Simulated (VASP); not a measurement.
A run of VASP 6.6.1:

File POSCAR:

```
Pt
1.0
    0.0000000000      1.9869250000      1.9869250000
    1.9869250000      0.0000000000      1.9869250000
    1.9869250000      1.9869250000      0.0000000000
Pt
1
Direct
    0.0000000000      0.0000000000      0.0000000000
```

INCAR.step1

```
ALGO = Normal
EDIFF = 1E-4
ENCUT = 600
GGA = PE
ISMEAR = -1
LASPH = T
LCHARG = F
LREAL = F
LWAVE = T
NELM = 80
PREC = Accurate
SIGMA = 0.1
```

Contents of INCAR.step2:

```
ALGO = Normal
EDIFF = 1E-6
EDIFFG = -0.01
ENCUT = 600
IBRION = 2
ISIF = 3
ISMEAR = -1
ISTART = 1
LASPH = T
LCHARG = F
LMIXTAU = T
LREAL = F
LWAVE = F
METAGGA = R2SCAN
NELM = 80
NSW = 60
PREC = Accurate
SIGMA = 0.1
```

The input KPOINTS:

```
k-points
0
Gamma
  14 14 14
```

Potentials or basis: VASP PAW PBE potentials, release 64 (Pt).

Command:

```sh
$ cat potpaw_PBE.64/Pt/POTCAR > POTCAR
$ cp INCAR.step1 INCAR
$ mpirun -np 1 vasp_std > vasp.out
$ cp INCAR.step2 INCAR
$ mpirun -np 1 vasp_std > vasp.out
```

Hardware: 1 thread of Intel Xeon 8259CL, with other jobs on the host.

Task: Estimate the wall time of this run.

Result: Run time: 2.6 min on 1 thread of Intel Xeon 8259CL, on a shared host, peak memory 0.17 GiB. Counts: k points 104, ion steps 4.
